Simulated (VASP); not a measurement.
# Pr (P6_3/mmc) in VASP: density of states with PBE

Aim: the density of states of Pr with PBE.

All numbers are computed with VASP 6.6.1; they aren't measurements. Logs are shortened: lines on timing, memory, paths and dates and some standing lists are left out, and cuts for length are marked.

**1. The cell of the first run**

Symmetry: P6_3/mmc, No. 194, hexagonal system. The conventional cell has a = 3.673 Å, b = 3.673 Å, c = 11.835 Å, α = 90.00°, β = 90.00°, γ = 120.00°. Pr (site symmetry -3m) has 12 Pr at 3.64 to 3.67 Å within 4.8 Å. Pr (site symmetry -6m2) has 12 Pr at 3.64 to 3.67 Å within 4.8 Å.

**2. Density of states, PBE, collinear spin, ferromagnetic start**

File POSCAR:

```
Pr
1.0
    3.6725007381      0.0000000000      0.0000000000
   -1.8362503691      3.1804789346      0.0000000000
    0.0000000000      0.0000000000     11.8354000000
Pr
4
Direct
    0.0000000000      0.0000000000      0.0000000000
    0.0000000000      0.0000000000      0.5000000000
    0.3333333333      0.6666666667      0.7500000000
    0.6666666667      0.3333333333      0.2500000000
```

File INCAR.step1:

```
ALGO = Normal
EDIFF = 1E-6
ENCUT = 520
GGA = PE
ISIF = 2
ISMEAR = -1
ISPIN = 2
LASPH = T
LCHARG = T
LMAXMIX = 6
LREAL = F
LWAVE = F
MAGMOM = 2 2 2 2
NBANDS = 38
NELM = 150
PREC = Accurate
SIGMA = 0.05
```

File KPOINTS.step1:

```
k-points
0
Gamma
  10 10 3
```

File INCAR.step2:

```
ALGO = Normal
EDIFF = 1E-6
ENCUT = 520
GGA = PE
ICHARG = 11
ISIF = 2
ISMEAR = -5
ISPIN = 2
LASPH = T
LCHARG = F
LMAXMIX = 6
LORBIT = 11
LREAL = F
LWAVE = F
MAGMOM = 2 2 2 2
NEDOS = 2001
NELM = 150
PREC = Accurate
SIGMA = 0.05
```

File KPOINTS.step2:

```
k-points
0
Gamma
  15 15 5
```

Potentials or basis: VASP PAW PBE potentials, release 64 (Pr).

Started as:

```console
$ cat potpaw_PBE.64/Pr/POTCAR > POTCAR
$ cp INCAR.step1 INCAR
$ cp KPOINTS.step1 KPOINTS
$ mpirun -np 1 vasp_std > vasp.out
$ cp INCAR.step2 INCAR
$ cp KPOINTS.step2 KPOINTS
$ mpirun -np 1 vasp_std > vasp.out
```

OUTCAR:

```text
EDIFF = 1E-6
   ENCUT = 520
   GGA = PE
   ICHARG = 11
   ISIF = 2
   ISMEAR = -5
   ISPIN = 2
   LASPH = T
   LORBIT = 11
   LREAL = F
   NELM = 150
   PREC = Accurate

 ion  position               nearest neighbor table
   1  0.000  0.000  0.000-
   2  0.000  0.000  0.500-
   3  0.333  0.667  0.750-
   4  0.667  0.333  0.250-

  LATTYP: Found a hexagonal cell.
 ALAT       =     3.6725007381
 C/A-ratio  =     3.2227086784

  Lattice vectors:

 A1 = (   3.6725007381,   0.0000000000,   0.0000000000)
 A2 = (  -1.8362503691,   3.1804789346,   0.0000000000)
 A3 = (   0.0000000000,   0.0000000000,  11.8354000000)

Analysis of symmetry for initial positions (statically):
=====================================================================
 Subroutine PRICEL returns:
 Original cell was already a primitive cell.

 Routine SETGRP: Setting up the symmetry group for a
 hexagonal supercell.

 Subroutine GETGRP returns: Found 24 space group operations
 (whereof 12 operations were pure point group operations)
 out of a pool of 24 trial point group operations.

The static configuration has the point symmetry D_3d.
 The point group associated with its full space group is D_6h.

Analysis of symmetry for dynamics (positions and initial velocities):
=====================================================================
 Subroutine PRICEL returns:
 Original cell was already a primitive cell.

 Routine SETGRP: Setting up the symmetry group for a
 hexagonal supercell.

 Subroutine GETGRP returns: Found 24 space group operations
 (whereof 12 operations were pure point group operations)
 out of a pool of 24 trial point group operations.

The dynamic configuration has the point symmetry D_3d.
 The point group associated with its full space group is D_6h.

Analysis of structural, dynamic, and magnetic symmetry:
=====================================================================
 Subroutine PRICEL returns:
 Original cell was already a primitive cell.

 Routine SETGRP: Setting up the symmetry group for a
 hexagonal supercell.

 Subroutine GETGRP returns: Found 24 space group operations
 (whereof 12 operations were pure point group operations)
 out of a pool of 24 trial point group operations.

The overall configuration has the point symmetry D_3d.
 The point group associated with its full space group is D_6h.

 Subroutine INISYM returns: Found 24 space group operations
 (whereof 12 operations are pure point group operations),
[... 131 lines left out ...]
   LEPSILON=     F    determine dielectric tensor
   LRPA    =     F    only Hartree local field effects (RPA)
 spin polarized calculation
 Fermi weights with tetrahedron method with Bloechl corrections
  energy-cutoff  :      520.00
  volume of cell :      138.24
 maximum number of plane-waves:      3741
 NGX is ok and might be reduce to    28

 number of electron      52.0000003 magnetization      10.4800660

 Free energy of the ion-electron system (eV)
  ---------------------------------------------------
  ext. energy  EPLUGINS =         0.00000000
  ---------------------------------------------------
  free energy    TOTEN  =       -21.76641805 eV

  energy without entropy =      -21.76641805  energy(sigma->0) =      -21.76641805

 E-fermi :   6.0806     XC(G=0):  -9.9313

 val. band max:        6.1333921994   @ k =   0.2667   0.0667   0.0000
 cond. band min:       6.0498873202   @ k =   0.3333   0.0667   0.0000
 fundamental gap:     -0.0835048792
 Fermi energy:         6.0806407259

 spin component 1

 k-point     1 :       0.0000    0.0000    0.0000
  band No.  band energies     occupation
      1     -30.0116      1.00000
      2     -29.9285      1.00000
      3     -29.9242      1.00000
      4     -29.8389      1.00000
      5     -12.6634      1.00000
      6     -12.0538      1.00000
[... 901 lines left out ...]
     34       6.1974      0.00000
     35       6.2193      0.00000

 [... further k-points ...]

 spin component 2

 k-point     1 :       0.0000    0.0000    0.0000
  band No.  band energies     occupation
      1     -28.9472      1.00000
      2     -28.8609      1.00000
      3     -28.8518      1.00000
      4     -28.7629      1.00000
      5     -11.8954      1.00000
      6     -11.2762      1.00000
[... 901 lines left out ...]
     34       7.4624      0.00000
     35       7.5159      0.00000

 [... further k-points ...]

------------------------ aborting loop because EDIFF is reached ----------------------------------------

  FORCE on cell =-STRESS in cart. coord.  units (eV):
  Direction    XX          YY          ZZ          XY          YZ          ZX
  --------------------------------------------------------------------------------------
  -------------------------------------------------------------------------------------
  Total       -4.9480129     -4.9480129     -3.5603437      0.0000000     -0.0000000     -0.0000000
  in kB      -57.3461218    -57.3461218    -41.2634138      0.0000000     -0.0000000     -0.0000000
  external PRESSURE =     -51.9852191 kB  Pullay stress =       0.0000000 kB

 VOLUME and BASIS-vectors are now :
 -----------------------------------------------------------------------------
  energy-cutoff  :      520.00
  volume of cell :      138.24
      direct lattice vectors                 reciprocal lattice vectors
     3.672500738  0.000000000  0.000000000     0.272294023  0.157209027  0.000000000
    -1.836250369  3.180478935  0.000000000     0.000000000  0.314418055  0.000000000
     0.000000000  0.000000000 11.835400000     0.000000000  0.000000000  0.084492286

 POSITION                                       TOTAL-FORCE (eV/Angst)
 -----------------------------------------------------------------------------------
      0.00000      0.00000      0.00000         0.000000      0.000000      0.000000
      0.00000      0.00000      5.91770         0.000000      0.000000      0.000000
     -0.00000      2.12032      8.87655        -0.000000      0.000000     -0.000000
      1.83625      1.06016      2.95885         0.000000     -0.000000     -0.000000
 -----------------------------------------------------------------------------------
    total drift:                               -0.000000      0.000000     -0.000000

  FREE ENERGIE OF THE ION-ELECTRON SYSTEM (eV)
  ---------------------------------------------------
  free  energy   TOTEN  =       -21.7664180544 eV

  energy  without entropy=      -21.7664180544  energy(sigma->0) =      -21.76641805

 total charge

# of ion       s       p       d       f       tot
--------------------------------------------------
    1        1.999   5.278   0.588   2.137  10.003
    2        1.999   5.278   0.588   2.137  10.003
    3        2.002   5.279   0.583   2.153  10.017
    4        2.002   5.279   0.583   2.153  10.017
--------------------------------------------------
tot          8.002  21.115   2.342   8.581  40.040

 magnetization (x)

# of ion       s       p       d       f       tot
--------------------------------------------------
    1       -0.009  -0.024   0.095   2.080   2.143
    2       -0.009  -0.024   0.095   2.080   2.143
    3       -0.011  -0.022   0.088   2.100   2.155
    4       -0.011  -0.022   0.088   2.100   2.155
--------------------------------------------------
tot         -0.040  -0.092   0.367   8.360   8.595
```

OSZICAR.step1:

```text
N       E                     dE             d eps       ncg     rms          rms(c)
DAV:   1     0.769086428372E+03    0.76909E+03   -0.17100E+04  4432   0.270E+03
DAV:   2     0.158554096877E+03   -0.61053E+03   -0.59377E+03  5944   0.525E+02
DAV:   3     0.104282085891E+02   -0.14813E+03   -0.14154E+03  7728   0.339E+02
[... 13 lines left out ...]
DAV: 100    -0.218921551728E+02   -0.47178E-05   -0.10069E-05  3608   0.189E-02    0.315E-03
DAV: 101    -0.218921608296E+02   -0.56568E-05   -0.19286E-05  4592   0.273E-02    0.624E-03
DAV: 102    -0.218921457380E+02    0.15092E-04   -0.90095E-06  4368   0.295E-02    0.587E-03
DAV: 103    -0.218921511579E+02   -0.54199E-05   -0.57459E-06  3310   0.147E-02    0.572E-03
DAV: 104    -0.218921520156E+02   -0.85767E-06   -0.49385E-06  3286   0.174E-02
   1 F= -.21892152E+02 E0= -.21769009E+02  d E =-.246286E+00  mag=    10.4801
```

Run time: 66 min. Hardware: 1 thread of Intel Xeon Platinum 8488C (Sapphire Rapids), shared host; peak memory 0.67 GiB.

Results:

```yaml
Net_moment: 10.48 μB per cell
Site_moments: Pr +2.14, +2.15 μB
Valence_electrons_inside_the_program's_atomic_spheres: Pr 10.00, 10.02
```

Caveat: the magnetic or orbital state may not be the lowest; spin-orbit coupling is left out, which moves the levels of the heavy elements; tetrahedron occupations give inexact forces and stress in metals. The state reached can hang on the start; a lower one may exist.
